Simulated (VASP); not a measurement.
# TaMo2Au2 (P-3m1) in VASP: a series of runs

TaMo2Au2 is run at these levels: PBE; tasks: single point, relaxation of cell and atoms.

Everything below comes from runs of VASP 6.6.1. Logs are shortened: lines on timing, memory, paths and dates and some standing lists are left out, and cuts for length are marked.

### Step 1. The cell of the first run

Symmetry: P-3m1, No. 164, trigonal system. Conventional cell: a = 3.005 Å, b = 3.005 Å, c = 11.220 Å, α = 90.00°, β = 90.00°, γ = 120.00°. Ta (site symmetry -3m) has 6 Au at 2.91 Å and 6 Ta at 3.01 Å within 3.8 Å. Mo (site symmetry 3m) has 9 Mo at 2.51 to 3.01 Å and 3 Au at 2.94 Å within 3.3 Å. Within 3.8 Å of Au (site symmetry 3m) lie 3 Ta at 2.91 Å and 3 Mo at 2.94 Å and 6 Au at 3.01 Å.

The cell was generated, and may not be a known phase.

### Step 2. Single point, PBE

Input file INCAR:

```
SYSTEM = TaMo2Au2
PREC = Accurate ; ENCUT = 520
EDIFF = 1E-7 ; ISMEAR = 0
SIGMA = 0.1 ; LREAL = .False.
LASPH = .True. ; NELM = 80
ALGO = Normal ; ISIF = 2
LWAVE = .False. ; LCHARG = .False.
GGA = PE ; NBANDS = 38
```

Input file KPOINTS:

```
regular mesh
0
Gamma
  6 6 4
  0 0 0
```

Input file POSCAR:

```
TaMo2Au2
1.0
    3.0050742308      0.0000000000      0.0000000000
   -1.5025371154      2.6024706241      0.0000000000
    0.0000000000      0.0000000000     11.2196049268
Ta Mo Au
1 2 2
Direct
    0.0000000000      0.0000000000      0.0000000000
    0.6666666667      0.3333333333      0.4193900312
    0.3333333333      0.6666666667      0.5806099688
    0.6666666667      0.3333333333      0.7921992354
    0.3333333333      0.6666666667      0.2078007646
```

Potentials or basis: VASP PAW PBE potentials, release 64 (Ta_pv, Mo_sv, Au).

Launch:

```
$ cat potpaw_PBE.64/Ta_pv/POTCAR potpaw_PBE.64/Mo_sv/POTCAR potpaw_PBE.64/Au/POTCAR > POTCAR
$ mpirun -np 1 vasp_std > vasp.out
```

OUTCAR:

```text
SYSTEM = TaMo2Au2
   PREC = Accurate
   ENCUT = 520
   EDIFF = 1E-7
   ISMEAR = 0
   LREAL = .False.
   LASPH = .True.
   NELM = 80
   ISIF = 2
   GGA = PE

 ion  position               nearest neighbor table
   1  0.000  0.000  0.000-   4 2.91   5 2.91   5 2.91   4 2.91   4 2.91   5 2.91
   2  0.667  0.333  0.419-   3 2.51   3 2.51   3 2.51   5 2.94   5 2.94   5 2.94
   3  0.333  0.667  0.581-   2 2.51   2 2.51   2 2.51   4 2.94   4 2.94   4 2.94
   4  0.667  0.333  0.792-   1 2.91   1 2.91   1 2.91   3 2.94   3 2.94   3 2.94
   5  0.333  0.667  0.208-   1 2.91   1 2.91   1 2.91   2 2.94   2 2.94   2 2.94

  LATTYP: Found a hexagonal cell.
 ALAT       =     3.0050742308
 C/A-ratio  =     3.7335533385

  Lattice vectors:

 A1 = (   3.0050742308,   0.0000000000,   0.0000000000)
 A2 = (  -1.5025371154,   2.6024706241,   0.0000000000)
 A3 = (   0.0000000000,   0.0000000000,  11.2196049268)

Analysis of symmetry for initial positions (statically):
=====================================================================
 Subroutine PRICEL returns:
 Original cell was already a primitive cell.

 Routine SETGRP: Setting up the symmetry group for a
 hexagonal supercell.

 Subroutine GETGRP returns: Found 12 space group operations
 (whereof 12 operations were pure point group operations)
 out of a pool of 24 trial point group operations.

The static configuration has the point symmetry D_3d.

Analysis of symmetry for dynamics (positions and initial velocities):
=====================================================================
 Subroutine PRICEL returns:
 Original cell was already a primitive cell.

 Routine SETGRP: Setting up the symmetry group for a
 hexagonal supercell.

 Subroutine GETGRP returns: Found 12 space group operations
 (whereof 12 operations were pure point group operations)
 out of a pool of 24 trial point group operations.

The dynamic configuration has the point symmetry D_3d.

 Subroutine INISYM returns: Found 12 space group operations
 (whereof 12 operations are pure point group operations),
 and found     1 'primitive' translations

----------------------------------------------------------------------------------------

                                     Primitive cell

[... 93 lines left out ...]
   ENCUT  =  520.0 eV  38.22 Ry    6.18 a.u.   5.59  5.59 20.86*2*pi/ulx,y,z
   NELM   =     80;   NELMIN=  2; NELMDL= -5     # of ELM steps
   EDIFF  = 0.1E-06   stopping-criterion for ELM
   LREAL  =      F    real-space projection
   EDIFFG = 0.1E-05   stopping-criterion for IOM
   NSW    =      0    number of steps for IOM
   IBRION =     -1    ionic relax: 0-MD 1-quasi-New 2-CG
   NFREE  =      0    steps in history (QN), initial steepest desc. (CG)
   ISIF   =      2    stress and relaxation
   ISYM   =      2    0-nonsym 1-usesym 2-fastsym
   POTIM  = 0.5000    time-step for ionic-motion
   TEBEG  =    0.0;   TEEND  =   0.0 temperature during run
   PSTRESS=    0.0 pullay stress
   NELECT =      61.0000    total number of electrons
   NUPDOWN=      -1.0000    fix difference up-down
   EMIN   =  10.00;   EMAX   =-10.00  energy-range for DOS
   EFERMI =   0.00;   METHOD = LEGACY
   ISMEAR =     0;   SIGMA  =   0.10  broadening in eV -4-tet -1-fermi 0-gaus
   EFERMI_NEDOS =   21; number of points for ismear=-14 and -15
   IALGO  =     38    algorithm
   IMIX   =      4    mixing-type and parameters
     AMIX     =   0.40;   BMIX     =  1.00
     AMIX_MAG =   1.60;   BMIX_MAG =  1.00
  volume/ion in A,a.u.               =      17.55       118.43
  Fermi-wavevector in a.u.,A,eV,Ry     =   1.450258  2.740590 28.616426  2.103248
  Thomas-Fermi vector in A             =   2.567891
   LORBIT       =      0    0 simple, 1 ext, 2 COOP (PROOUT), +10 PAW based schemes
   GGA     = PE    functional components
   LHFCALC =     F    Hartree Fock is set to
   AEXX    =    0.0000 exact exchange contribution
   IVDW    =     0    specifies the selected vdW correction
   LEPSILON=     F    determine dielectric tensor
   LRPA    =     F    only Hartree local field effects (RPA)
 non-spin polarized calculation
 Gauss-broadening in eV      SIGMA  =   0.10
  energy-cutoff  :      520.00
  volume of cell :       87.74
 maximum number of plane-waves:      2390
 NGX is ok and might be reduce to    24
   NGX = 11   NGY = 11   NGZ = 41

 number of electron      61.0000000 magnetization

 Free energy of the ion-electron system (eV)
  ---------------------------------------------------
  ext. energy  EPLUGINS =         0.00000000
  ---------------------------------------------------
  free energy    TOTEN  =       -39.06767683 eV

  energy without entropy =      -39.04498725  energy(sigma->0) =      -39.05633204

 E-fermi :   9.2158     XC(G=0): -12.6324

 val. band max:        9.2039063706   @ k =   0.3333   0.3333   0.0000
 cond. band min:       9.2266230239   @ k =   0.1667   0.1667   0.5000
 fundamental gap:      0.0227166533
 Fermi energy:         9.2157666735

 k-point     1 :       0.0000    0.0000    0.0000
  band No.  band energies     occupation
      1     -51.7524      2.00000
      2     -51.3235      2.00000
      3     -26.3672      2.00000
      4     -25.6372      2.00000
      5     -25.5421      2.00000
      6     -25.5421      2.00000
[... 973 lines left out ...]
     37      13.4490      0.00000
     38      13.4490      0.00000

------------------------ aborting loop because EDIFF is reached ----------------------------------------

  FORCE on cell =-STRESS in cart. coord.  units (eV):
  Direction    XX          YY          ZZ          XY          YZ          ZX
  --------------------------------------------------------------------------------------
  -------------------------------------------------------------------------------------
  Total       -0.0021946     -0.0021946      0.0989298      0.0000000      0.0000000      0.0000000
  in kB       -0.0400727     -0.0400727      1.8064210      0.0000000      0.0000000      0.0000000
  external PRESSURE =       0.5754252 kB  Pullay stress =       0.0000000 kB

 VOLUME and BASIS-vectors are now :
 -----------------------------------------------------------------------------
  energy-cutoff  :      520.00
  volume of cell :       87.74
      direct lattice vectors                 reciprocal lattice vectors
     3.005074231  0.000000000  0.000000000     0.332770482  0.192125127  0.000000000
    -1.502537115  2.602470624  0.000000000     0.000000000  0.384250255  0.000000000
     0.000000000  0.000000000 11.219604927     0.000000000  0.000000000  0.089129698

 POSITION                                       TOTAL-FORCE (eV/Angst)
 -----------------------------------------------------------------------------------
      0.00000      0.00000      0.00000        -0.000000      0.000000      0.000000
      1.50254      0.86749      4.70539        -0.000000     -0.000000     -0.108168
     -0.00000      1.73498      6.51421         0.000000      0.000000      0.108168
      1.50254      0.86749      8.88816        -0.000000     -0.000000      0.015768
     -0.00000      1.73498      2.33144        -0.000000      0.000000     -0.015768
 -----------------------------------------------------------------------------------
    total drift:                                0.000000     -0.000000      0.000000

  FREE ENERGIE OF THE ION-ELECTRON SYSTEM (eV)
  ---------------------------------------------------
  free  energy   TOTEN  =       -39.0676768289 eV

  energy  without entropy=      -39.0449872505  energy(sigma->0) =      -39.05633204
```

OSZICAR:

```text
N       E                     dE             d eps       ncg     rms          rms(c)
DAV:   1     0.620343195415E+03    0.62034E+03   -0.34626E+04  1840   0.162E+03
DAV:   2    -0.188934825328E+02   -0.63924E+03   -0.61940E+03  1992   0.468E+02
DAV:   3    -0.429975230853E+02   -0.24104E+02   -0.23212E+02  2292   0.861E+01
DAV:   4    -0.434066786028E+02   -0.40916E+00   -0.40763E+00  2030   0.106E+01
DAV:   5    -0.434146126923E+02   -0.79341E-02   -0.79289E-02  2184   0.138E+00    0.250E+01
DAV:   6    -0.451207251187E+02   -0.17061E+01   -0.71803E+01  2242   0.453E+01    0.243E+01
DAV:   7    -0.404398680727E+02    0.46809E+01   -0.67859E+01  2316   0.200E+01    0.116E+01
DAV:   8    -0.393923968767E+02    0.10475E+01   -0.11724E+01  2248   0.121E+01    0.463E+00
DAV:   9    -0.390870651746E+02    0.30533E+00   -0.12139E+00  2086   0.463E+00    0.181E+00
DAV:  10    -0.390753149650E+02    0.11750E-01   -0.21075E-01  2304   0.221E+00    0.127E+00
DAV:  11    -0.390726713850E+02    0.26436E-02   -0.73066E-02  2242   0.126E+00    0.406E-01
DAV:  12    -0.390678046734E+02    0.48667E-02   -0.21383E-02  2284   0.544E-01    0.134E-01
DAV:  13    -0.390676910012E+02    0.11367E-03   -0.12975E-03  2016   0.189E-01    0.823E-02
DAV:  14    -0.390676787534E+02    0.12248E-04   -0.12113E-04  2110   0.705E-02    0.164E-02
DAV:  15    -0.390676794547E+02   -0.70133E-06   -0.21503E-05  2266   0.204E-02    0.858E-03
DAV:  16    -0.390676768879E+02    0.25668E-05   -0.60907E-06  2252   0.995E-03    0.154E-03
DAV:  17    -0.390676768289E+02    0.59045E-07   -0.30018E-07  1694   0.244E-03
   1 F= -.39067677E+02 E0= -.39056332E+02  d E =-.226896E-01
```

stdout:

```text
POSCAR found type information on POSCAR TaMoAu
 POSCAR found :  3 types and       5 ions
 scaLAPACK will be used
 LDA part: xc-table for (Slater+PW92), standard interpolation
 POSCAR, INCAR and KPOINTS ok, starting setup
 FFT: planning ... GRIDC
 FFT: planning ... GRID_SOFT
 FFT: planning ... GRID
 WAVECAR not read
 entering main loop
```

Wall time 62 s (1 thread of AMD EPYC 9R45 (Zen 5), shared host); peak memory 0.22 GiB.

What came out:

* Free energy: -39.0677 eV
* Pressure: 0.1 GPa
* Largest force: 0.108 eV/Å
* Band gap on the k mesh: zero (an odd number of electrons rules out a gap without spin polarisation)

Forces in eV/Å, atoms in the order of the input:
```
Ta   0.000  0.000  0.000
Mo   0.000  0.000 -0.108
Mo   0.000  0.000  0.108
Au   0.000  0.000  0.016
Au   0.000  0.000 -0.016
```

Caveat: the k points lie up to 0.40 Å⁻¹ apart, too coarse for converged energies and pressures of a metal; spin-orbit coupling is left out, which moves the levels of the heavy elements.

### Step 3. Single point, PBE

This run uses another cell than the first one, of 20.71 Å³/atom.

Input file INCAR:

```
PREC = Accurate ; ENCUT = 520
EDIFF = 1E-7 ; ISMEAR = 0
SIGMA = 0.1 ; LREAL = False
LASPH = True ; NELM = 60
ALGO = Normal ; ISIF = 2
LWAVE = False ; LCHARG = False
GGA = PE ; NBANDS = 38
```

Input file KPOINTS:

```
regular mesh
0
Gamma
  6 6 4
```

Input file POSCAR:

```
TaMo2Au2
1.0
    4.1652751800      0.0000000000      0.0000000000
   -2.0826375900      3.6072341200      0.0000000000
    0.0000000000      0.0000000000      6.8911136400
Ta Mo Au
1 2 2
Direct
    0.0000000000      0.0000000000      0.0000000000
    0.6666666700      0.3333333300      0.3642716700
    0.3333333300      0.6666666700      0.6357283300
    0.6666666700      0.3333333300      0.7269212000
    0.3333333300      0.6666666700      0.2730788000
```

Potentials or basis: VASP PAW PBE potentials, release 64 (Ta_pv, Mo_sv, Au).

Launch:

```
$ cat potpaw_PBE.64/Ta_pv/POTCAR potpaw_PBE.64/Mo_sv/POTCAR potpaw_PBE.64/Au/POTCAR > POTCAR
$ mpirun -np 1 vasp_std > vasp.out
```

Run time: 69 s. Hardware: 1 thread of AMD EPYC 9R45 (Zen 5), shared host; peak memory 0.24 GiB.

Results (log left out):

```
Free energy            : -33.4514 eV
Pressure               : 3.5 GPa
Largest force          : 4.080 eV/Å
Band gap on the k mesh : zero (an odd number of electrons rules out a gap without spin polarisation)
```

Forces in eV/Å, atoms in the order of the input:
```
Ta   0.000  0.000  0.000
Mo   0.000  0.000 -1.349
Mo   0.000  0.000  1.349
Au   0.000  0.000  4.080
Au   0.000  0.000 -4.080
```

Stress tensor (GPa, compression positive):
```
3.16 0.00 0.00
0.00 3.16 0.00
0.00 0.00 4.18
```

Levels at points of the mesh, in eV from the Fermi level:
| k point | band 29 | band 30 | band 31 | band 32 | band 33 | band 34 |
| --- | --- | --- | --- | --- | --- | --- |
| (0.00, 0.00, 0.00) | -0.56 | -0.01 | -0.01 | 0.73 | 0.77 | 0.77 |
| (0.50, 0.00, 0.00) | -0.14 | 0.14 | 0.21 | 0.58 | 0.59 | 0.83 |
| (0.00, 0.00, 0.50) | -0.07 | 0.26 | 0.26 | 0.26 | 0.26 | 0.83 |
| (0.50, 0.00, 0.50) | -0.40 | -0.23 | -0.13 | 0.29 | 0.85 | 1.01 |

Caveat: the cell stands under pressure; spin-orbit coupling is left out, which moves the levels of the heavy elements; forces of over 1 eV/Å act on the atoms, so gaps and moduli don't describe the material at rest.

### Step 4. Single point, PBE

This run uses another cell than the first one, of 17.47 Å³/atom.

Input file INCAR:

```
  PREC = Accurate
  ENCUT = 520
  EDIFF = 1E-6
  ISMEAR = 0
  SIGMA = 0.1
  LREAL = False
  LASPH = True
  NELM = 100
  ALGO = Fast
  ISIF = 2
  LWAVE = False
  LCHARG = True
  GGA = PE
  LELF = True
  LVHAR = True
  NBANDS = 38
```

Input file KPOINTS:

```
Automatic mesh
0
Gamma
  12 12 4
```

Input file POSCAR:

```
TaMo2Au2
1.0
    2.9898479972      0.0000000000      0.0000000000
   -1.4949239986      2.5892843190      0.0000000000
    0.0000000000      0.0000000000     11.2847096952
Ta Mo Au
1 2 2
Direct
    0.0000000000      0.0000000000      0.0000000000
    0.6666666667      0.3333333333      0.4187974335
    0.3333333333      0.6666666667      0.5812025665
    0.6666666667      0.3333333333      0.7922150441
    0.3333333333      0.6666666667      0.2077849559
```

Launch:

```
$ cat potpaw_PBE.64/Ta_pv/POTCAR potpaw_PBE.64/Mo_sv/POTCAR potpaw_PBE.64/Au/POTCAR > POTCAR
$ mpirun -np 1 vasp_std > vasp.out
```

Wall time 2.8 min (1 thread of AMD EPYC 9R45 (Zen 5), shared host); peak memory 0.34 GiB.

It converged, with:

| Quantity | Value |
| --- | --- |
| Free energy | -39.0408 eV |
| Pressure | 0.1 GPa |
| Largest force | 0.067 eV/Å |
| Band gap on the k mesh | zero (an odd number of electrons rules out a gap without spin polarisation) |

Forces on the atoms (eV/Å):
```
Ta   0.000  0.000  0.000
Mo   0.000  0.000 -0.067
Mo   0.000  0.000  0.067
Au   0.000  0.000  0.008
Au   0.000  0.000 -0.008
```

Levels at points of the mesh, in eV from the Fermi level:
| k point | band 29 | band 30 | band 31 | band 32 | band 33 | band 34 |
| --- | --- | --- | --- | --- | --- | --- |
| (0.00, 0.00, 0.00) | -1.33 | -1.33 | -0.92 | -0.70 | 0.77 | 0.77 |
| (0.50, 0.00, 0.00) | -0.67 | 0.13 | 0.97 | 1.15 | 1.52 | 2.10 |
| (0.00, 0.00, 0.50) | -1.36 | -1.36 | -1.15 | -0.20 | 0.80 | 0.80 |
| (0.50, 0.00, 0.50) | -0.56 | -0.19 | 0.82 | 1.15 | 1.79 | 2.43 |

Caveat: spin-orbit coupling is left out, which moves the levels of the heavy elements.

### Step 5. Relaxation of cell and atoms, PBE

This run uses another cell than the first one, of 20.71 Å³/atom.

Input file INCAR:

```
SYSTEM = TaMo2Au2
ALGO     = Fast           ! electronic algorithm
EDIFF    = 1E-7           ! SCF threshold, eV
EDIFFG   = -0.04          ! ionic threshold
ENCUT    = 600            ! plane-wave cutoff, eV
GGA      = PE             ! functional
IBRION   = 2              ! ionic algorithm
ISIF     = 3              ! what is computed and relaxed
ISMEAR   = 0              ! smearing method
LASPH    = .TRUE.         ! aspherical terms in the spheres
LCHARG   = .FALSE.        ! write CHGCAR
LREAL    = .FALSE.        ! projectors in reciprocal space
LWAVE    = .FALSE.        ! write WAVECAR
NELM     = 100            ! most SCF steps
NSW      = 90             ! ionic steps
PREC     = Accurate       ! precision mode
SIGMA    = 0.1            ! smearing width, eV
```

Input file KPOINTS:

```
k-points
0
G
  6 6 4
  0 0 0
```

Input file POSCAR:

```
TaMo2Au2
1.0
    4.1652751800      0.0000000000      0.0000000000
   -2.0826375900      3.6072341200      0.0000000000
    0.0000000000      0.0000000000      6.8911136400
Ta Mo Au
1 2 2
Direct
    0.0000000000      0.0000000000      0.0000000000
    0.6666666700      0.3333333300      0.3642716700
    0.3333333300      0.6666666700      0.6357283300
    0.6666666700      0.3333333300      0.7269212000
    0.3333333300      0.6666666700      0.2730788000
```

Launch:

```
$ cat potpaw_PBE.64/Ta_pv/POTCAR potpaw_PBE.64/Mo_sv/POTCAR potpaw_PBE.64/Au/POTCAR > POTCAR
$ mpirun -np 1 vasp_std > vasp.out
```

Wall time 32 min (1 thread of AMD EPYC 9R45 (Zen 5), shared host); peak memory 0.32 GiB.

It converged, with:

- Free energy: -36.4697 eV
- Relaxed volume: 19.01 Å³/atom
- Relaxed cell: a = 4.444 Å, b = 4.444 Å, c = 5.556 Å, α = 90.00°, β = 90.00°, γ = 120.00°
- Space group after relaxing (to 0.1 Å): P-3m1 (No. 164)
- Energy gained by relaxing: 603.8 meV/atom
- Ionic steps: 25
- Pressure after relaxing: 0.0 GPa
- Largest force after relaxing: 0.030 eV/Å
- Band gap on the k mesh: zero (an odd number of electrons rules out a gap without spin polarisation)

Forces in eV/Å, atoms in the order of the input:
```
Ta   0.000  0.000  0.000
Mo   0.000  0.000 -0.030
Mo   0.000  0.000  0.030
Au   0.000  0.000  0.005
Au   0.000  0.000 -0.005
```

Step by step:
| step | energy change (eV) | largest force (eV/Å) | pressure (GPa) | volume (Å³) |
| --- | --- | --- | --- | --- |
| 1 | 0.0000 | 4.0806 | 3.51 | 103.54 |
| 2 | -0.6709 | 0.9365 | -11.34 | 110.48 |
| 3 | -0.6953 | 1.2841 | -9.41 | 109.15 |
| 4 | -1.4249 | 1.4048 | 0.81 | 99.20 |
| 5 | -1.4904 | 1.7367 | 7.46 | 95.07 |
| 6 | -1.8922 | 1.3017 | 7.21 | 93.72 |
| 7 | -2.3453 | 1.3964 | 9.63 | 91.01 |
| 8 | -0.5020 | 5.3460 | 37.78 | 83.99 |
| 9 | -2.4018 | 0.9895 | 10.67 | 90.43 |
| 10 | -2.4152 | 1.7012 | 17.86 | 87.43 |
| 11 | -2.6558 | 1.5311 | -2.52 | 96.80 |
| 12 | -2.7511 | 1.6471 | 3.43 | 93.39 |
| 13 | -2.9169 | 1.0141 | 0.18 | 94.67 |
| 14 | -2.9740 | 0.5672 | -2.51 | 96.05 |
| 15 | -2.9987 | 0.3139 | 0.92 | 94.31 |
| 16 | -2.9987 | 0.3107 | 0.97 | 94.29 |
| 17 | -3.0073 | 0.2011 | 0.59 | 94.55 |
| 18 | -3.0133 | 0.2308 | 0.00 | 95.00 |
| 19 | -3.0160 | 0.1122 | -0.09 | 95.07 |
| 20 | -3.0163 | 0.0623 | -0.11 | 95.10 |
| 21 | -3.0178 | 0.0465 | 0.06 | 95.00 |
| 22 | -3.0187 | 0.0335 | 0.29 | 94.88 |
| 23 | -3.0188 | 0.0432 | 0.38 | 94.83 |
| 24 | -3.0185 | 0.0120 | -0.57 | 95.31 |
| 25 | -3.0191 | 0.0303 | -0.02 | 95.03 |

Final structure:
```
CELL_PARAMETERS angstrom
4.44409 0.00000 0.00000
-2.22204 3.84869 0.00000
0.00000 0.00000 5.55615
ATOMIC_POSITIONS crystal
Ta 0.00000 0.00000 0.00000
Mo 0.66667 0.33333 0.39565
Mo 0.33333 0.66667 0.60435
Au 0.66667 0.33333 0.87245
Au 0.33333 0.66667 0.12755
```

Levels at points of the mesh, in eV from the Fermi level:
| k point | band 28 | band 29 | band 30 | band 31 | band 32 | band 33 |
| --- | --- | --- | --- | --- | --- | --- |
| (0.00, 0.00, 0.00) | -0.94 | -0.90 | -0.90 | 1.18 | 1.18 | 1.19 |
| (0.50, 0.00, 0.00) | -0.49 | -0.47 | -0.14 | -0.08 | 0.04 | 0.30 |
| (0.00, 0.00, 0.50) | -1.43 | -0.37 | -0.15 | -0.15 | 0.32 | 0.86 |
| (0.50, 0.00, 0.50) | -1.34 | -1.19 | -0.85 | -0.01 | 0.26 | 0.65 |

Caveat: a cell axis changed by over 15 % at a fixed basis, so the end point is rough; spin-orbit coupling is left out, which moves the levels of the heavy elements.

(Part 1 of 2 ends here.)

The gap in the log of VASP goes by the Fermi energy; the results here count the filled bands.